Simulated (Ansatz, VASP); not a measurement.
**Rh: VASP beside Ansatz**

```
Rh
1.0
     0.00000    1.88253    1.90155
     1.90155    0.00000    1.90155
     1.90155    1.88253    0.00000
Rh
1
Direct
  0.00000 0.00000 0.00000
```

Change from the starting cell: strain -0.0100 x Voigt [0, 1, 0, 0, 0, 0], atoms carried along.

Alike in both runs: task single point; functional r2SCAN; k mesh 22 × 22 × 22; occupations gaussian, width 0.15 eV; no spin polarisation.

|  | VASP | Ansatz |
| --- | --- | --- |
| version | VASP 6.6.1 | Ansatz 0.2.0 |
| potentials or method | VASP PAW PBE potentials, release 64 (Rh_pv), cutoff 520 eV | scalar-relativistic, plane waves, PAW |
| valence electrons in the cell | 15 | 17 |

|  | VASP | Ansatz | Ansatz less VASP |
| --- | --- | --- | --- |
| gap on the k mesh at the Fermi level (eV) | none | none | - |
| pressure (GPa) | 3.5 | 2.3 | -1.25 |
| traceless stress, the component that is largest in VASP (GPa) | 1.68 | 1.67 | -0.009 |

VASP's potentials were made for PBE, not for r2SCAN. A gap of «none» marks a metal or a gap that the smearing closes. VASP's potentials hold 15 valence electrons a cell and Ansatz's 17, so a difference there can come from the potentials and not from the codes.
